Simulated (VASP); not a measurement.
Set up this calculation in VASP 6.6.1, as the native input.

* Task: single point
* Functional: PBEsol
* Potentials or basis: VASP PAW PBE potentials, release 64 (Al)
* Cutoff: 520 eV
* k mesh: 13 × 13 × 13
* Occupations: fermi-dirac, width 0.1 eV
* Spin: no spin polarisation
* Dipole correction: no
* Further INCAR settings: ALGO = Normal; EDIFF = 1e-07; NBANDS = 8

The structure of Al lies in POSCAR:

```
Al
1.0
   -1.5697143908      1.5697143908      1.5697143908
    1.5697143908     -1.5697143908      1.5697143908
    1.5697143908      1.5697143908     -1.5697143908
Al
1
Direct
    0.0000000000      0.0000000000      0.0000000000
```

These files were run (other wordings do the same):

INCAR

```
SYSTEM = Al
PREC = Accurate ; ENCUT = 520
EDIFF = 1E-7 ; ISMEAR = -1
SIGMA = 0.1 ; LREAL = .False.
LASPH = .True. ; NELM = 80
ALGO = Normal ; ISIF = 2
LWAVE = .False. ; LCHARG = .True.
GGA = PS ; LELF = .True.
LVHAR = .True. ; NBANDS = 8
```

KPOINTS

```
Automatic mesh
0
Gamma
  13 13 13
  0 0 0
```

Potentials or basis: VASP PAW PBE potentials, release 64 (Al).

Command:

```sh
$ cat potpaw_PBE.64/Al/POTCAR > POTCAR
$ mpirun -np 1 vasp_std > vasp.out
```

It gave:

```json
{"Pressure": "5.8 GPa"}
```

Caveat: the PAW data sets were made with another functional, which shifts forces and pressure a little.

It took 5.6 s on 1 thread of Intel(R) Xeon(R) Platinum 8559C (Emerald Rapids), on a shared host, peak memory 0.12 GiB.
